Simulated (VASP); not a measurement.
The system is Sb.

```xyz
1
Lattice="0.0000 2.3712 2.3712 2.3712 0.0000 2.3712 2.3712 2.3712 0.0000" Properties=species:S:1:pos:R:3 pbc="T T T"
Sb    0.0000    0.0000    0.0000
```

```yaml
Program: VASP 6.6.1
Task: relaxation of cell and atoms
Functional: PBEsol
Potentials_or_basis: VASP PAW PBE potentials, release 64 (Sb)
Cutoff: 600 eV
k_mesh: 10 × 10 × 10
Occupations: fermi-dirac, width 0.05 eV
Spin: no spin polarisation
```

At the start: pressure -1.2 GPa; volume 26.67 Å³/atom.

Task: How do energy, volume and symmetry change on relaxing?

Result: Over 3 steps the energy falls by 2.1 meV/atom and the volume is 26.13 Å³/atom (-2.0 %); space group Fm-3m (No. 225, to 0.05 Å).

The path:
| step | energy change (eV) | largest force (eV/Å) | pressure (GPa) | volume (Å³) |
| --- | --- | --- | --- | --- |
| 1 | 0.0000 | 0.0000 | -1.24 | 26.67 |
| 2 | -0.0016 | 0.0000 | 0.63 | 25.88 |
| 3 | -0.0021 | 0.0000 | 0.00 | 26.13 |

Final structure:
```
CELL_PARAMETERS angstrom
0.00000 2.35533 2.35533
2.35533 0.00000 2.35533
2.35533 2.35533 0.00000
ATOMIC_POSITIONS crystal
Sb 0.00000 0.00000 0.00000
```

Caveat: the PAW data sets were made with another functional, which shifts forces and pressure a little.
